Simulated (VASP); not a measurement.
# C63N (a cell with a defect) in VASP: settings compared

C63N (a cell with a defect) is run at these levels: PBEsol, r2SCAN; tasks: single point.

Program: VASP 6.6.1. These are calculated values, not measurements. Logs are shortened: lines on timing, memory, paths and dates and some standing lists are left out, and cuts for length are marked.

### Step 1. The cell of the first run

The cell holds a defect, 64 atoms: a = 7.108 Å, b = 7.108 Å, c = 7.108 Å, α = 90.00°, β = 90.00°, γ = 90.00°.

### Step 2. Single point, PBEsol

The input, INCAR:

```
  ALGO = Normal
  EDIFF = 1E-6
  ENCUT = 520
  GGA = PS
  GGA_COMPAT = F
  ISIF = 2
  ISMEAR = -1
  ISYM = 0
  LASPH = T
  LCHARG = F
  LREAL = Auto
  LWAVE = F
  NBANDS = 166
  NELECT = 258.0
  NELM = 120
  PREC = Accurate
  SIGMA = 0.05
```

The input, KPOINTS:

```
Automatic mesh
0
Gamma
  1 1 1
  0.25 0.25 0.25
```

The input, POSCAR:

```
C63N
1.0
    7.1076060000      0.0000000000      0.0000000000
    0.0000000000      7.1076060000      0.0000000000
    0.0000000000      0.0000000000      7.1076060000
C N
63 1
Direct
    0.9997110000      0.0007330000      0.9994480000
    0.9977900000      0.0019890000      0.4984290000
    0.9985810000      0.5013970000      0.9983200000
    0.0011530000      0.5006460000      0.4996110000
    0.4986870000      0.0020040000      0.9975160000
    0.4995560000      0.9992580000      0.4992830000
    0.4998830000      0.5006540000      0.0008880000
    0.1249590000      0.1273000000      0.1246930000
    0.1262780000      0.1266020000      0.6243900000
    0.1221170000      0.6252610000      0.1218650000
    0.1271390000      0.6264750000      0.6229390000
    0.6246500000      0.1266080000      0.1260240000
    0.6258790000      0.1235300000      0.6256150000
    0.6232140000      0.6264790000      0.1268590000
    0.6273140000      0.6182010000      0.6270500000
    0.2506210000      0.2516210000      0.0001670000
    0.2526840000      0.2524220000      0.4987720000
    0.2493270000      0.7513140000      0.9976420000
    0.2476330000      0.7535580000      0.4937010000
    0.7499940000      0.2503670000      0.0011930000
    0.7533090000      0.2471730000      0.5003560000
    0.7488080000      0.7501020000      0.9997990000
    0.7470850000      0.7475500000      0.4981840000
    0.3749290000      0.3780290000      0.1268230000
    0.3835560000      0.3720260000      0.6274300000
    0.3754050000      0.8792130000      0.1209090000
    0.3741810000      0.8743660000      0.6227190000
    0.8741450000      0.3762410000      0.1261830000
    0.8773840000      0.3750840000      0.6255390000
    0.8736810000      0.8760480000      0.1245170000
    0.8738020000      0.8745140000      0.6241750000
    0.2489620000      0.0021490000      0.2486860000
    0.2503550000      0.0003500000      0.7484770000
    0.2478470000      0.5066560000      0.2476150000
    0.2529620000      0.5014090000      0.7469980000
    0.7487390000      0.0003480000      0.2500810000
    0.7498970000      0.9985940000      0.7496400000
    0.7472420000      0.5014160000      0.2527070000
    0.7533160000      0.5003970000      0.7530410000
    0.3750350000      0.1260770000      0.3747770000
    0.3754480000      0.1252000000      0.8756800000
    0.3526700000      0.6512590000      0.3524050000
    0.3751870000      0.6258450000      0.8739210000
    0.8759530000      0.1252030000      0.3751900000
    0.8753040000      0.1253800000      0.8750510000
    0.8741920000      0.6258410000      0.3749310000
    0.8754480000      0.6256350000      0.8751710000
    0.0004380000      0.2516190000      0.2503590000
    0.0014500000      0.2503640000      0.7497250000
    0.9979020000      0.7513110000      0.2490690000
    0.0000710000      0.7500990000      0.7485410000
    0.4990210000      0.2524270000      0.2524270000
    0.5006200000      0.2471640000      0.7530430000
    0.4939520000      0.7535670000      0.2473700000
    0.4984540000      0.7475460000      0.7468270000
    0.1270890000      0.3780400000      0.3746730000
    0.1264430000      0.3762490000      0.8738920000
    0.1211910000      0.8791770000      0.3751440000
    0.1247850000      0.8760410000      0.8734160000
    0.6276760000      0.3720490000      0.3833160000
    0.6257940000      0.3750920000      0.8771120000
    0.6230020000      0.8743840000      0.3739220000
    0.6244330000      0.8745300000      0.8735290000
    0.5254560000      0.4721440000      0.5252090000
```

Potentials or basis: VASP PAW PBE potentials, release 64 (C, N).

Started as:

```sh
$ cat potpaw_PBE.64/C/POTCAR potpaw_PBE.64/N/POTCAR > POTCAR
$ mpirun -np 1 vasp_std > vasp.out
```

OUTCAR:

```text
EDIFF = 1E-6
   ENCUT = 520
   GGA = PS
   ISIF = 2
   ISMEAR = -1
   ISYM = 0
   LASPH = T
   LREAL = Auto
   NELECT = 258.0
   NELM = 120
   PREC = Accurate

 ion  position               nearest neighbor table
   1  1.000  0.001  0.999-  45 1.53  30 1.54  59 1.54   8 1.55
   2  0.998  0.002  0.498-  44 1.51  58 1.52  31 1.55   9 1.56
   3  0.999  0.501  0.998-  47 1.52  10 1.52  57 1.55  28 1.55
   4  0.001  0.501  0.500-  56 1.53  11 1.54  29 1.54  46 1.55
   5  0.499  0.002  0.998-  41 1.51  26 1.52  63 1.55  12 1.56
   6  0.500  0.999  0.499-  62 1.53  27 1.53  40 1.54  13 1.55
[... 33 lines left out ...]
  40  0.375  0.126  0.375-  52 1.53  17 1.53   6 1.54  32 1.54
  41  0.375  0.125  0.876-   5 1.51  53 1.52  16 1.54  33 1.55
  42  0.353  0.651  0.352-  54 1.45  19 1.45  34 1.47
  43  0.375  0.626  0.874-  55 1.53  35 1.53  18 1.54   7 1.55
  44  0.876  0.125  0.375-   2 1.51  21 1.52  48 1.54  36 1.55
  45  0.875  0.125  0.875-   1 1.53  20 1.54  49 1.54  37 1.55
  46  0.874  0.626  0.375-  23 1.53  38 1.53  50 1.54   4 1.55
  47  0.875  0.626  0.875-  39 1.52   3 1.52  51 1.54  22 1.54
  48  0.000  0.252  0.250-   8 1.54  28 1.54  44 1.54  56 1.55
[... 13 lines left out ...]
  62  0.623  0.874  0.374-   6 1.53  23 1.54  36 1.54  54 1.55
  63  0.624  0.875  0.874-  37 1.53  22 1.54   5 1.55  55 1.56
  64  0.525  0.472  0.525-  60 1.43  25 1.43  15 1.46

IMPORTANT INFORMATION: All symmetrisations will be switched off!
NOSYMM: (Re-)initialisation of all symmetry stuff for point group C_1.

----------------------------------------------------------------------------------------

                                     Primitive cell

  volume of cell :     359.0625

  direct lattice vectors                    reciprocal lattice vectors
     7.107606000  0.000000000  0.000000000     0.140694349  0.000000000  0.000000000
     0.000000000  7.107606000  0.000000000     0.000000000  0.140694349  0.000000000
     0.000000000  0.000000000  7.107606000     0.000000000  0.000000000  0.140694349

  length of vectors
     7.107606000  7.107606000  7.107606000     0.140694349  0.140694349  0.140694349

  position of ions in fractional coordinates (direct lattice)
     0.999711000  0.000733000  0.999448000
     0.997790000  0.001989000  0.498429000
     0.998581000  0.501397000  0.998320000
     0.001153000  0.500646000  0.499611000
     0.498687000  0.002004000  0.997516000
     0.499556000  0.999258000  0.499283000
[... 56 lines left out ...]
     0.624433000  0.874530000  0.873529000
     0.525456000  0.472144000  0.525209000

  ion indices of the primitive-cell ions
   primitive index   ion index
                 1           1
                 2           2
                 3           3
                 4           4
                 5           5
                 6           6
[... 56 lines left out ...]
                63          63
                64          64

----------------------------------------------------------------------------------------

 KPOINTS: Automatic mesh

Automatic generation of k-mesh.
 Grid dimensions read from file:
 generate k-points for:    1    1    1

 Generating k-lattice:

  Cartesian coordinates                     Fractional coordinates (reciprocal lattice)
     0.140694349  0.000000000  0.000000000     1.000000000  0.000000000  0.000000000
     0.000000000  0.140694349  0.000000000     0.000000000  1.000000000  0.000000000
     0.000000000  0.000000000  0.140694349     0.000000000  0.000000000  1.000000000

  Length of vectors
     0.140694349  0.140694349  0.140694349

  Shift w.r.t. Gamma in fractional coordinates (k-lattice)
     0.250000000  0.250000000  0.250000000

 Subroutine IBZKPT returns following result:
 ===========================================

 Found      4 irreducible k-points:

 Following reciprocal coordinates:
            Coordinates               Weight
  0.250000  0.250000  0.250000      2.000000
 -0.250000  0.250000  0.250000      2.000000
 -0.250000 -0.250000  0.250000      2.000000
  0.250000 -0.250000  0.250000      2.000000
   k-points           NKPTS =      4   k-points in BZ     NKDIM =      4   number of bands    NBANDS=    166
   number of dos      NEDOS =    301   number of ions     NIONS =     64
   total plane-waves  NPLWV = 157464
   dimension x,y,z NGX =    54 NGY =   54 NGZ =   54
   dimension x,y,z NGXF=   108 NGYF=  108 NGZF=  108
   ions per type =              63   1
   NGX,Y,Z   is equivalent  to a cutoff of  12.63, 12.63, 12.63 a.u.
   NGXF,Y,Z  is equivalent  to a cutoff of  25.26, 25.26, 25.26 a.u.
 SYSTEM =  unknown system
   PREC   = accura    normal or accurate (medium, high low for compatibility)
   ISTART =      0    job   : 0-new  1-cont  2-samecut
   ICHARG =      2    charge: 1-file 2-atom 10-const
   ISPIN  =      1    spin polarized calculation?
   LNONCOLLINEAR =      F non collinear calculations
   LSORBIT =      F    spin-orbit coupling
   LASPH  =      T    aspherical Exc in radial PAW
   ENCUT  =  520.0 eV  38.22 Ry    6.18 a.u.  13.22 13.22 13.22*2*pi/ulx,y,z
   NELM   =    120;   NELMIN=  2; NELMDL= -5     # of ELM steps
   EDIFF  = 0.1E-05   stopping-criterion for ELM
   LREAL  =      T    real-space projection
   EDIFFG = 0.1E-04   stopping-criterion for IOM
   NSW    =      0    number of steps for IOM
   IBRION =     -1    ionic relax: 0-MD 1-quasi-New 2-CG
   NFREE  =      0    steps in history (QN), initial steepest desc. (CG)
   ISIF   =      2    stress and relaxation
   ISYM   =      0    0-nonsym 1-usesym 2-fastsym
   POTIM  = 0.5000    time-step for ionic-motion
   TEBEG  =    0.0;   TEEND  =   0.0 temperature during run
   PSTRESS=    0.0 pullay stress
   NELECT =     258.0000    total number of electrons
   NUPDOWN=      -1.0000    fix difference up-down
   EMIN   =  10.00;   EMAX   =-10.00  energy-range for DOS
   EFERMI =   0.00;   METHOD = LEGACY
   ISMEAR =    -1;   SIGMA  =   0.05  broadening in eV -4-tet -1-fermi 0-gaus
   EFERMI_NEDOS =   21; number of points for ismear=-14 and -15
   IALGO  =     38    algorithm
   IMIX   =      4    mixing-type and parameters
     AMIX     =   0.40;   BMIX     =  1.00
     AMIX_MAG =   1.60;   BMIX_MAG =  1.00
  volume/ion in A,a.u.               =       5.61        37.86
  Fermi-wavevector in a.u.,A,eV,Ry     =   1.466306  2.770917 29.253266  2.150054
  Thomas-Fermi vector in A             =   2.582060
   LORBIT       =      0    0 simple, 1 ext, 2 COOP (PROOUT), +10 PAW based schemes
   GGA     = PS    functional components
   LHFCALC =     F    Hartree Fock is set to
   AEXX    =    0.0000 exact exchange contribution
   IVDW    =     0    specifies the selected vdW correction
   LEPSILON=     F    determine dielectric tensor
   LRPA    =     F    only Hartree local field effects (RPA)
 non-spin polarized calculation
  energy-cutoff  :      520.00
  volume of cell :      359.06
 maximum number of plane-waves:      9651
 NGX is ok and might be reduce to    54
   NGX = 27   NGY = 27   NGZ = 27

 number of electron     258.0000005 magnetization

 Free energy of the ion-electron system (eV)
  ---------------------------------------------------
  ext. energy  EPLUGINS =         0.00000000
  ---------------------------------------------------
  free energy    TOTEN  =      -598.08373763 eV

  energy without entropy =     -598.08373050  energy(sigma->0) =     -598.08373406

 E-fermi :  13.8875     XC(G=0): -13.5100

 val. band max:       13.3124020030   @ k =   0.2500  -0.2500   0.2500
 cond. band min:      14.5383317229   @ k =   0.2500  -0.2500   0.2500
 fundamental gap:      1.2259297199
 Fermi energy:        13.8874732775

 k-point     1 :       0.2500    0.2500    0.2500
  band No.  band energies     occupation
      1     -11.6905      2.00000
      2     -10.8404      2.00000
      3     -10.3126      2.00000
      4     -10.2174      2.00000
      5      -9.5708      2.00000
      6      -9.1705      2.00000
[... 133 lines left out ...]
    140      16.2875      0.00000
    141      16.3963      0.00000

 k-point     2 :      -0.2500    0.2500    0.2500
  band No.  band energies     occupation
      1     -11.6907      2.00000
      2     -10.8389      2.00000
      3     -10.3128      2.00000
      4     -10.2195      2.00000
      5      -9.5697      2.00000
      6      -9.1709      2.00000
[... 133 lines left out ...]
    140      16.2891      0.00000
    141      16.4257      0.00000

 k-point     3 :      -0.2500   -0.2500    0.2500
  band No.  band energies     occupation
      1     -11.6907      2.00000
      2     -10.8390      2.00000
      3     -10.3126      2.00000
      4     -10.2196      2.00000
      5      -9.5698      2.00000
      6      -9.1708      2.00000
[... 133 lines left out ...]
    140      16.2890      0.00000
    141      16.4254      0.00000

 k-point     4 :       0.2500   -0.2500    0.2500
  band No.  band energies     occupation
      1     -11.7010      2.00000
      2     -10.7611      2.00000
      3     -10.3123      2.00000
      4     -10.3121      2.00000
      5      -9.5508      2.00000
      6      -9.1729      2.00000
[... 133 lines left out ...]
    140      16.1552      0.00000
    141      16.4832      0.00000
 [bands above 141 left out]

------------------------ aborting loop because EDIFF is reached ----------------------------------------

  FORCE on cell =-STRESS in cart. coord.  units (eV):
  Direction    XX          YY          ZZ          XY          YZ          ZX
  --------------------------------------------------------------------------------------
  -------------------------------------------------------------------------------------
  Total       22.9623116     24.1484723     22.9716528    -11.1248391    -11.1257247      9.1866239
  in kB      102.4604249    107.7532080    102.5021062    -49.6402870    -49.6442387     40.9917522
  external PRESSURE =     104.2385797 kB  Pullay stress =       0.0000000 kB

 VOLUME and BASIS-vectors are now :
 -----------------------------------------------------------------------------
  energy-cutoff  :      520.00
  volume of cell :      359.06
      direct lattice vectors                 reciprocal lattice vectors
     7.107606000  0.000000000  0.000000000     0.140694349  0.000000000  0.000000000
     0.000000000  7.107606000  0.000000000     0.000000000  0.140694349  0.000000000
     0.000000000  0.000000000  7.107606000     0.000000000  0.000000000  0.140694349

 POSITION                                       TOTAL-FORCE (eV/Angst)
 -----------------------------------------------------------------------------------
      7.10555      0.00521      7.10368         0.086487      0.054802      0.086130
      7.09190      0.01414      3.54264         0.150980      0.081014      0.159931
      7.09752      3.56373      7.09567        -0.004846      0.073888      0.000590
      0.00820      3.55839      3.55104         0.057213      0.103676      0.083138
      3.54447      0.01424      7.08995         0.159054      0.079766      0.153228
      3.55065      7.10233      3.54871         0.125498      0.117661      0.129245
[... 56 lines left out ...]
      4.43822      6.21581      6.20870        -0.066725     -0.088917     -0.039608
      3.73473      3.35581      3.73298         0.399310      0.460172      0.400606
 -----------------------------------------------------------------------------------
    total drift:                               -0.017940     -0.030661     -0.012918

  FREE ENERGIE OF THE ION-ELECTRON SYSTEM (eV)
  ---------------------------------------------------
  free  energy   TOTEN  =      -598.0837376258 eV

  energy  without entropy=     -598.0837304979  energy(sigma->0) =     -598.08373406
```

It took 10 min on 1 thread of Intel Xeon Platinum 8259CL at 2.50GHz (Skylake/Cascade Lake), shared host; peak memory 0.46 GiB.

What came out:

| Property | Result |
| --- | --- |
| Free energy | -598.0837 eV |
| Largest force | 0.773 eV/Å |

Forces in eV/Å, atoms in the order of the input:
```
C    0.086  0.055  0.086
C    0.151  0.081  0.160
C   -0.005  0.074  0.001
C    0.057  0.104  0.083
C    0.159  0.080  0.153
C    0.125  0.118  0.129
C    0.074  0.100  0.057
C   -0.075 -0.077 -0.074
C   -0.126 -0.064 -0.094
C   -0.072  0.021 -0.074
C   -0.125 -0.069 -0.100
C   -0.095 -0.063 -0.125
C   -0.078 -0.103 -0.077
C   -0.101 -0.066 -0.121
C   -0.116 -0.371 -0.117
C    0.066  0.083  0.042
C    0.056  0.067  0.027
C    0.023  0.013  0.094
C   -0.049  0.082  0.104
C    0.076  0.061  0.078
C    0.144 -0.059  0.018
C    0.035  0.029  0.091
C    0.063  0.102  0.094
C   -0.121 -0.107 -0.048
C   -0.242  0.015 -0.013
C   -0.039 -0.046  0.002
C   -0.031 -0.051 -0.013
C   -0.061 -0.059 -0.056
C   -0.076 -0.009 -0.040
C   -0.061 -0.054 -0.060
C   -0.044 -0.084 -0.066
C    0.073  0.070  0.075
C    0.070  0.058  0.114
C    0.233  0.288  0.222
C    0.062  0.061  0.104
C    0.115  0.061  0.071
C    0.057  0.126  0.053
C    0.110  0.054  0.059
C   -0.046 -0.014 -0.042
C   -0.101 -0.026 -0.100
C   -0.105 -0.010 -0.172
C   -0.376 -0.561 -0.374
C   -0.092 -0.126 -0.045
C   -0.173 -0.012 -0.107
C   -0.061 -0.046 -0.065
C   -0.052 -0.124 -0.096
C    0.028 -0.038  0.032
C    0.040  0.085  0.067
C    0.081  0.061  0.078
C    0.096  0.010  0.022
C    0.093  0.029  0.032
C    0.030  0.066  0.055
C    0.019 -0.055  0.150
C    0.107  0.086 -0.051
C    0.089  0.104  0.062
C   -0.048 -0.113 -0.121
C   -0.058 -0.061 -0.063
C    0.002 -0.037 -0.044
C   -0.061 -0.055 -0.059
C   -0.010  0.013 -0.247
C   -0.035 -0.011 -0.077
C   -0.017 -0.055 -0.037
C   -0.067 -0.089 -0.040
N    0.399  0.460  0.401
```

Caveat: the cell carries a net charge on a neutralising background, which shifts energy and pressure; the cell is charged against a uniform background, so pressure and absolute levels hang on convention; the PAW data sets were made with another functional, which shifts forces and pressure a little.

### Step 3. Single point, r2SCAN

POSCAR is that of step 2.

The input, INCAR.step1:

```
SYSTEM = C63N
ALGO = Normal
EDIFF = 1E-5
ENCUT = 580
GGA = PE
GGA_COMPAT = .False.
ISMEAR = -1
ISYM = 0
LASPH = .True.
LCHARG = .False.
LREAL = Auto
LWAVE = .True.
NBANDS = 166
NELECT = 258.0
NELM = 120
PREC = Accurate
SIGMA = 0.05
```

The input, INCAR.step2:

```
SYSTEM = C63N
ALGO = Normal
EDIFF = 1E-6
ENCUT = 580
GGA_COMPAT = .False.
ISIF = 2
ISMEAR = -1
ISTART = 1
ISYM = 0
LASPH = .True.
LCHARG = .False.
LMIXTAU = .True.
LREAL = Auto
LWAVE = .False.
METAGGA = R2SCAN
NBANDS = 166
NELECT = 258.0
NELM = 120
PREC = Accurate
SIGMA = 0.05
```

KPOINTS is that of step 2.

Potentials or basis: VASP PAW PBE potentials, release 64 (C, N).

Started as:

```sh
$ cat potpaw_PBE.64/C/POTCAR potpaw_PBE.64/N/POTCAR > POTCAR
$ cp INCAR.step1 INCAR
$ mpirun -np 1 vasp_std > vasp.out
$ cp INCAR.step2 INCAR
$ mpirun -np 1 vasp_std > vasp.out
```

Run time: 33 min. Hardware: 1 thread of Intel Xeon Platinum 8259CL at 2.50GHz (Skylake/Cascade Lake), shared host; peak memory 0.56 GiB.

Results (log left out):

- Free energy: -610.9947 eV
- Largest force: 0.798 eV/Å

Forces in eV/Å, atoms in the order of the input:
```
C    0.078  0.069  0.078
C    0.166  0.073  0.092
C    0.003  0.145  0.004
C    0.088  0.118  0.078
C    0.094  0.072  0.168
C    0.118  0.097  0.121
C    0.073  0.115  0.087
C   -0.068 -0.073 -0.068
C   -0.128 -0.068 -0.085
C   -0.116 -0.043 -0.116
C   -0.140 -0.070 -0.130
C   -0.085 -0.068 -0.130
C   -0.064 -0.112 -0.064
C   -0.134 -0.068 -0.135
C   -0.086 -0.396 -0.086
C    0.062  0.080  0.043
C    0.077  0.060  0.027
C    0.016  0.022  0.093
C    0.025  0.024 -0.071
C    0.069  0.071  0.087
C    0.160 -0.068 -0.042
C    0.045  0.032  0.093
C    0.075  0.086  0.091
C   -0.123 -0.085 -0.061
C   -0.225 -0.007  0.009
C    0.012 -0.012 -0.038
C   -0.036 -0.040 -0.043
C   -0.057 -0.076 -0.062
C   -0.077 -0.026 -0.024
C   -0.066 -0.065 -0.056
C   -0.041 -0.083 -0.056
C    0.064  0.083  0.067
C    0.067  0.065  0.122
C    0.289  0.451  0.279
C    0.080  0.065  0.120
C    0.124  0.068  0.069
C    0.049  0.126  0.046
C    0.125  0.064  0.078
C   -0.034  0.042 -0.031
C   -0.100 -0.020 -0.102
C   -0.056 -0.001 -0.187
C   -0.440 -0.499 -0.441
C   -0.089 -0.130 -0.058
C   -0.188 -0.003 -0.057
C   -0.054 -0.055 -0.057
C   -0.063 -0.129 -0.093
C    0.023 -0.091  0.025
C    0.042  0.081  0.063
C    0.089  0.070  0.074
C    0.093  0.022  0.014
C    0.093  0.031  0.044
C    0.029  0.060  0.077
C   -0.043 -0.066  0.161
C   -0.068  0.024  0.022
C    0.088  0.088  0.072
C   -0.064 -0.090 -0.123
C   -0.063 -0.079 -0.059
C   -0.042 -0.003  0.011
C   -0.057 -0.063 -0.067
C    0.010 -0.012 -0.230
C   -0.020 -0.028 -0.074
C   -0.049 -0.045 -0.040
C   -0.056 -0.087 -0.038
N    0.505  0.356  0.506
```

Levels at points of the mesh, in eV from the Fermi level:
```csv
k point,band 127,band 128,band 129,band 130,band 131,band 132
"(0.25, 0.25, 0.25)",-5.11,-4.56,-0.95,0.82,0.82,0.94
```

Caveat: the cell carries a net charge on a neutralising background, which shifts energy and pressure; the cell is charged against a uniform background, so pressure and absolute levels hang on convention; the PAW data sets were made with another functional, which shifts forces and pressure a little.
